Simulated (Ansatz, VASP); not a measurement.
# One calculation of Pb, two programs

```
Pb
1.0
     0.00000    2.47830    2.47830
     2.47830    0.00000    2.47830
     2.47830    2.47830    0.00000
Pb
1
Direct
  0.00000 0.00000 0.00000
```

Alike in both runs: functional r2SCAN; dispersion rVV10; k mesh 14 × 14 × 14; occupations gaussian, width 0.1 eV; no spin polarisation.

Ansatz relaxed the structure, and its values are those at the end. VASP's run is a single point on that final structure, the one shown.

|  | VASP | Ansatz |
| --- | --- | --- |
| version | VASP 6.6.1 | Ansatz 0.2.0 |
| potentials or method | VASP PAW PBE potentials, release 64 (Pb_d), cutoff 550 eV | scalar-relativistic, plane waves, PAW |
| valence electrons in the cell | 14 | 14 |

Ansatz gave:

```
gap on the k mesh at the Fermi level (eV) : none
pressure (GPa)                            : 0.0
```

Problem. What did VASP give for the same quantities?

Solution. gap on the k mesh at the Fermi level (eV): none; pressure (GPa): 0.2.

VASP's potentials were made for PBE, not for r2SCAN. A gap of «none» marks a metal or a gap that the smearing closes.

Spin-orbit coupling is off throughout.
